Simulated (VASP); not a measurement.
# Be2WN3 (P-3m1) in VASP: single point with PBE

Aim: the single point of Be2WN3 with PBE.

Program: VASP 6.6.1. These are calculated values, not measurements. Logs are shortened: lines on timing, memory, paths and dates and some standing lists are left out, and cuts for length are marked.

## 1. The cell of the first run

The structure is trigonal, space group P-3m1 (No. 164). The conventional cell has a = 2.851 Å, b = 2.851 Å, c = 7.315 Å, α = 90.00°, β = 90.00°, γ = 120.00°. Be (site symmetry 3m) has 6 N at 1.81 to 2.33 Å and 3 Be at 2.24 Å within 2.4 Å. Within 2.7 Å of W (site symmetry -3m) lie 6 N at 2.06 Å. N (site symmetry 3m) has 3 W at 2.06 Å and 3 Be at 2.33 Å within 2.7 Å. N (site symmetry -3m) has 6 Be at 1.81 Å within 2.4 Å.

The cell was built from a structure type or drawn by symmetry, and may not be a known phase.

## 2. Single point, PBE

Input file INCAR:

```
PREC = Accurate
ENCUT = 600
EDIFF = 1E-6
ISMEAR = 0
SIGMA = 0.15
LREAL = F
LASPH = T
NELM = 120
ALGO = Normal
ISIF = 2
LWAVE = F
LCHARG = F
GGA = PE
NBANDS = 26
GGA_COMPAT = F
```

Input file KPOINTS:

```
regular mesh
0
Gamma
  5 5 2
```

Input file POSCAR:

```
Be2WN3
1.0
    2.8509486036      0.0000000000      0.0000000000
   -1.4254743018      2.4689939156      0.0000000000
    0.0000000000      0.0000000000      7.3148688092
Be W N
2 1 3
Direct
    0.3333333333      0.6666666667      0.1041157176
    0.6666666667      0.3333333333      0.8958842824
    0.0000000000      0.0000000000      0.5000000000
    0.3333333333      0.6666666667      0.6695824899
    0.6666666667      0.3333333333      0.3304175101
    0.0000000000      0.0000000000      0.0000000000
```

Potentials or basis: VASP PAW PBE potentials, release 64 (Be, W_sv, N).

On the command line:

```sh
cat potpaw_PBE.64/Be/POTCAR potpaw_PBE.64/W_sv/POTCAR potpaw_PBE.64/N/POTCAR > POTCAR
mpirun -np 1 vasp_std > vasp.out
```

OUTCAR:

```text
PREC = Accurate
   ENCUT = 600
   EDIFF = 1E-6
   ISMEAR = 0
   LREAL = F
   LASPH = T
   NELM = 120
   ISIF = 2
   GGA = PE

 ion  position               nearest neighbor table
   1  0.333  0.667  0.104-   6 1.81   6 1.81   6 1.81   2 2.24   2 2.24   2 2.24
   2  0.667  0.333  0.896-   6 1.81   6 1.81   6 1.81   1 2.24   1 2.24   1 2.24
   3  0.000  0.000  0.500-   4 2.06   5 2.06   4 2.06   5 2.06   5 2.06   4 2.06
   4  0.333  0.667  0.670-   3 2.06   3 2.06   3 2.06
   5  0.667  0.333  0.330-   3 2.06   3 2.06   3 2.06
   6  0.000  0.000  0.000-   1 1.81   2 1.81   1 1.81   2 1.81   2 1.81   1 1.81

  LATTYP: Found a hexagonal cell.
 ALAT       =     2.8509486036
 C/A-ratio  =     2.5657666364

  Lattice vectors:

 A1 = (   2.8509486036,   0.0000000000,   0.0000000000)
 A2 = (  -1.4254743018,   2.4689939156,   0.0000000000)
 A3 = (   0.0000000000,   0.0000000000,   7.3148688092)

Analysis of symmetry for initial positions (statically):
=====================================================================
 Subroutine PRICEL returns:
 Original cell was already a primitive cell.

 Routine SETGRP: Setting up the symmetry group for a
 hexagonal supercell.

 Subroutine GETGRP returns: Found 12 space group operations
 (whereof 12 operations were pure point group operations)
 out of a pool of 24 trial point group operations.

The static configuration has the point symmetry D_3d.

Analysis of symmetry for dynamics (positions and initial velocities):
=====================================================================
 Subroutine PRICEL returns:
 Original cell was already a primitive cell.

 Routine SETGRP: Setting up the symmetry group for a
 hexagonal supercell.

 Subroutine GETGRP returns: Found 12 space group operations
 (whereof 12 operations were pure point group operations)
 out of a pool of 24 trial point group operations.

The dynamic configuration has the point symmetry D_3d.

 Subroutine INISYM returns: Found 12 space group operations
 (whereof 12 operations are pure point group operations),
 and found     1 'primitive' translations

----------------------------------------------------------------------------------------

                                     Primitive cell

  volume of cell :      51.4892

  direct lattice vectors                    reciprocal lattice vectors
     2.850948604  0.000000000  0.000000000     0.350760445  0.202511637  0.000000000
    -1.425474302  2.468993916  0.000000000     0.000000000  0.405023274  0.000000000
     0.000000000  0.000000000  7.314868809     0.000000000  0.000000000  0.136707852

  length of vectors
     2.850948604  2.850948604  7.314868809     0.405023274  0.405023274  0.136707852

  position of ions in fractional coordinates (direct lattice)
     0.333333333  0.666666667  0.104115718
     0.666666667  0.333333333  0.895884282
     0.000000000  0.000000000  0.500000000
     0.333333333  0.666666667  0.669582490
     0.666666667  0.333333333  0.330417510
     0.000000000  0.000000000  0.000000000

  ion indices of the primitive-cell ions
   primitive index   ion index
                 1           1
                 2           2
                 3           3
                 4           4
                 5           5
                 6           6

----------------------------------------------------------------------------------------

 KPOINTS: regular mesh

Automatic generation of k-mesh.
 Grid dimensions read from file:
 generate k-points for:    5    5    2

 Generating k-lattice:

  Cartesian coordinates                     Fractional coordinates (reciprocal lattice)
     0.070152089  0.040502327  0.000000000     0.200000000  0.000000000  0.000000000
     0.000000000  0.081004655  0.000000000     0.000000000  0.200000000  0.000000000
     0.000000000  0.000000000  0.068353926     0.000000000  0.000000000  0.500000000

  Length of vectors
     0.081004655  0.081004655  0.068353926

  Shift w.r.t. Gamma in fractional coordinates (k-lattice)
     0.000000000  0.000000000  0.000000000

 Subroutine IBZKPT returns following result:
 ===========================================

 Found     10 irreducible k-points:

 Following reciprocal coordinates:
            Coordinates               Weight
  0.000000  0.000000  0.000000      1.000000
  0.200000  0.000000  0.000000      6.000000
  0.400000  0.000000  0.000000      6.000000
  0.200000  0.200000  0.000000      6.000000
  0.400000  0.200000  0.000000      6.000000
  0.000000  0.000000  0.500000      1.000000
  0.200000  0.000000  0.500000      6.000000
  0.400000  0.000000  0.500000      6.000000
  0.200000  0.200000  0.500000      6.000000
  0.400000  0.200000  0.500000      6.000000
   k-points           NKPTS =     10   k-points in BZ     NKDIM =     10   number of bands    NBANDS=     26
   number of dos      NEDOS =    301   number of ions     NIONS =      6
   total plane-waves  NPLWV =  34560
   dimension x,y,z NGX =    24 NGY =   24 NGZ =   60
   dimension x,y,z NGXF=    48 NGYF=   48 NGZF=  120
   ions per type =               2   1   3
   NGX,Y,Z   is equivalent  to a cutoff of  13.99, 13.99, 13.64 a.u.
   NGXF,Y,Z  is equivalent  to a cutoff of  27.99, 27.99, 27.27 a.u.
 SYSTEM =  unknown system
   PREC   = accura    normal or accurate (medium, high low for compatibility)
   ISTART =      0    job   : 0-new  1-cont  2-samecut
   ICHARG =      2    charge: 1-file 2-atom 10-const
   ISPIN  =      1    spin polarized calculation?
   LNONCOLLINEAR =      F non collinear calculations
   LSORBIT =      F    spin-orbit coupling
   LASPH  =      T    aspherical Exc in radial PAW
   ENCUT  =  600.0 eV  44.10 Ry    6.64 a.u.   5.69  5.69 14.61*2*pi/ulx,y,z
   NELM   =    120;   NELMIN=  2; NELMDL= -5     # of ELM steps
   EDIFF  = 0.1E-05   stopping-criterion for ELM
   LREAL  =      F    real-space projection
   EDIFFG = 0.1E-04   stopping-criterion for IOM
   NSW    =      0    number of steps for IOM
   IBRION =     -1    ionic relax: 0-MD 1-quasi-New 2-CG
   NFREE  =      0    steps in history (QN), initial steepest desc. (CG)
   ISIF   =      2    stress and relaxation
   ISYM   =      2    0-nonsym 1-usesym 2-fastsym
   POTIM  = 0.5000    time-step for ionic-motion
   TEBEG  =    0.0;   TEEND  =   0.0 temperature during run
   PSTRESS=    0.0 pullay stress
   NELECT =      33.0000    total number of electrons
   NUPDOWN=      -1.0000    fix difference up-down
   EMIN   =  10.00;   EMAX   =-10.00  energy-range for DOS
   EFERMI =   0.00;   METHOD = LEGACY
   ISMEAR =     0;   SIGMA  =   0.15  broadening in eV -4-tet -1-fermi 0-gaus
   EFERMI_NEDOS =   21; number of points for ismear=-14 and -15
   IALGO  =     38    algorithm
   IMIX   =      4    mixing-type and parameters
     AMIX     =   0.40;   BMIX     =  1.00
     AMIX_MAG =   1.60;   BMIX_MAG =  1.00
  volume/ion in A,a.u.               =       8.58        57.91
  Fermi-wavevector in a.u.,A,eV,Ry     =   1.411478  2.667307 27.106487  1.992271
  Thomas-Fermi vector in A             =   2.533325
   LORBIT       =      0    0 simple, 1 ext, 2 COOP (PROOUT), +10 PAW based schemes
   GGA     = PE    functional components
   LHFCALC =     F    Hartree Fock is set to
   AEXX    =    0.0000 exact exchange contribution
   IVDW    =     0    specifies the selected vdW correction
   LEPSILON=     F    determine dielectric tensor
   LRPA    =     F    only Hartree local field effects (RPA)
 non-spin polarized calculation
 Gauss-broadening in eV      SIGMA  =   0.15
  energy-cutoff  :      600.00
  volume of cell :       51.49
 maximum number of plane-waves:      1728
 NGX is ok and might be reduce to    24
   NGX = 11   NGY = 11   NGZ = 29

 number of electron      32.9999998 magnetization

 Free energy of the ion-electron system (eV)
  ---------------------------------------------------
  ext. energy  EPLUGINS =         0.00000000
  ---------------------------------------------------
  free energy    TOTEN  =       -47.63097591 eV

  energy without entropy =      -47.60206293  energy(sigma->0) =      -47.61651942

 E-fermi :   8.1807     XC(G=0): -12.1492

 val. band max:        8.1678556093   @ k =   0.2000   0.0000   0.0000
 cond. band min:       8.1892498954   @ k =   0.4000   0.2000   0.0000
 fundamental gap:      0.0213942861
 Fermi energy:         8.1807437687

 k-point     1 :       0.0000    0.0000    0.0000
  band No.  band energies     occupation
      1     -66.9725      2.00000
      2     -31.2044      2.00000
      3     -30.8613      2.00000
      4     -30.8613      2.00000
      5      -9.1862      2.00000
      6      -7.8936      2.00000
[... 18 lines left out ...]
     25      16.1544      0.00000
     26      16.1544      0.00000

 k-point     2 :       0.2000    0.0000    0.0000
  band No.  band energies     occupation
      1     -66.9458      2.00000
      2     -31.2297      2.00000
      3     -31.1340      2.00000
      4     -30.9421      2.00000
      5      -8.3879      2.00000
      6      -7.2763      2.00000
[... 18 lines left out ...]
     25      17.3741      0.00000
     26      17.3876      0.00000

 k-point     3 :       0.4000    0.0000    0.0000
  band No.  band energies     occupation
      1     -66.9023      2.00000
      2     -31.7868      2.00000
      3     -31.0702      2.00000
      4     -31.0193      2.00000
      5      -7.4526      2.00000
      6      -6.5232      2.00000
[... 18 lines left out ...]
     25      17.3568      0.00000
     26      18.6297      0.00000

 k-point     4 :       0.2000    0.2000    0.0000
  band No.  band energies     occupation
      1     -66.9107      2.00000
      2     -31.5912      2.00000
      3     -31.1479      2.00000
      4     -31.0404      2.00000
      5      -7.2196      2.00000
      6      -6.8481      2.00000
[... 18 lines left out ...]
     25      17.0815      0.00000
     26      17.6391      0.00000

 k-point     5 :       0.4000    0.2000    0.0000
  band No.  band energies     occupation
      1     -66.8889      2.00000
      2     -31.7579      2.00000
      3     -31.3222      2.00000
      4     -30.9839      2.00000
      5      -6.9692      2.00000
      6      -5.9919      2.00000
[... 18 lines left out ...]
     25      18.3271      0.00000
     26      19.0024      0.00000

 k-point     6 :       0.0000    0.0000    0.5000
  band No.  band energies     occupation
      1     -66.9725      2.00000
      2     -31.2044      2.00000
      3     -30.8613      2.00000
      4     -30.8613      2.00000
      5      -8.9638      2.00000
      6      -8.3889      2.00000
[... 18 lines left out ...]
     25      15.8181      0.00000
     26      15.8181      0.00000

 k-point     7 :       0.2000    0.0000    0.5000
  band No.  band energies     occupation
      1     -66.9458      2.00000
      2     -31.2297      2.00000
      3     -31.1340      2.00000
      4     -30.9421      2.00000
      5      -8.0791      2.00000
      6      -7.8973      2.00000
[... 18 lines left out ...]
     25      17.1111      0.00000
     26      17.5831      0.00000

 k-point     8 :       0.4000    0.0000    0.5000
  band No.  band energies     occupation
      1     -66.9023      2.00000
      2     -31.7868      2.00000
      3     -31.0702      2.00000
      4     -31.0193      2.00000
      5      -7.4294      2.00000
      6      -6.5790      2.00000
[... 18 lines left out ...]
     25      16.7087      0.00000
     26      18.2796      0.00000

 k-point     9 :       0.2000    0.2000    0.5000
  band No.  band energies     occupation
      1     -66.9106      2.00000
      2     -31.5912      2.00000
      3     -31.1479      2.00000
      4     -31.0404      2.00000
      5      -7.1980      2.00000
      6      -6.8238      2.00000
[... 18 lines left out ...]
     25      17.3594      0.00000
     26      18.2526      0.00000

 k-point    10 :       0.4000    0.2000    0.5000
  band No.  band energies     occupation
      1     -66.8889      2.00000
      2     -31.7579      2.00000
      3     -31.3222      2.00000
      4     -30.9839      2.00000
      5      -6.9518      2.00000
      6      -6.1415      2.00000
[... 18 lines left out ...]
     25      18.3264      0.00000
     26      18.4986      0.00000

------------------------ aborting loop because EDIFF is reached ----------------------------------------

  FORCE on cell =-STRESS in cart. coord.  units (eV):
  Direction    XX          YY          ZZ          XY          YZ          ZX
  --------------------------------------------------------------------------------------
  -------------------------------------------------------------------------------------
  Total        0.3544527      0.3544527      0.0773075      0.0000000     -0.0000000     -0.0000000
  in kB       11.0294274     11.0294274      2.4055595      0.0000000     -0.0000000     -0.0000000
  external PRESSURE =       8.1548048 kB  Pullay stress =       0.0000000 kB

 VOLUME and BASIS-vectors are now :
 -----------------------------------------------------------------------------
  energy-cutoff  :      600.00
  volume of cell :       51.49
      direct lattice vectors                 reciprocal lattice vectors
     2.850948604  0.000000000  0.000000000     0.350760445  0.202511637  0.000000000
    -1.425474302  2.468993916  0.000000000     0.000000000  0.405023274  0.000000000
     0.000000000  0.000000000  7.314868809     0.000000000  0.000000000  0.136707852

 POSITION                                       TOTAL-FORCE (eV/Angst)
 -----------------------------------------------------------------------------------
     -0.00000      1.64600      0.76159         0.000000     -0.000000      0.030637
      1.42547      0.82300      6.55328         0.000000      0.000000     -0.030637
      0.00000      0.00000      3.65743         0.000000     -0.000000      0.000000
     -0.00000      1.64600      4.89791         0.000000      0.000000      0.106663
      1.42547      0.82300      2.41696        -0.000000     -0.000000     -0.106663
      0.00000      0.00000      0.00000         0.000000     -0.000000      0.000000
 -----------------------------------------------------------------------------------
    total drift:                                0.000000     -0.000000      0.000000

  FREE ENERGIE OF THE ION-ELECTRON SYSTEM (eV)
  ---------------------------------------------------
  free  energy   TOTEN  =       -47.6309759084 eV

  energy  without entropy=      -47.6020629252  energy(sigma->0) =      -47.61651942
```

Wall time 31 s (1 thread of Intel Xeon 8259CL, shared host); peak memory 0.19 GiB.

Results:

```yaml
Free_energy: -47.6310 eV
Pressure: 0.8 GPa
Largest_force: 0.107 eV/Å
Band_gap_on_the_k_mesh: zero (an odd number of electrons rules out a gap without spin polarisation)
```

Forces in eV/Å, atoms in the order of the input:
```
Be   0.000  0.000  0.031
Be   0.000  0.000 -0.031
W    0.000  0.000  0.000
N    0.000  0.000  0.107
N    0.000  0.000 -0.107
N    0.000  0.000  0.000
```

Stress tensor (GPa, compression positive):
```
1.10 0.00 0.00
0.00 1.10 0.00
0.00 0.00 0.24
```

Caveat: the k points lie up to 0.51 Å⁻¹ apart, too coarse for converged energies and pressures of a metal; spin-orbit coupling is left out, which moves the levels of the heavy elements.
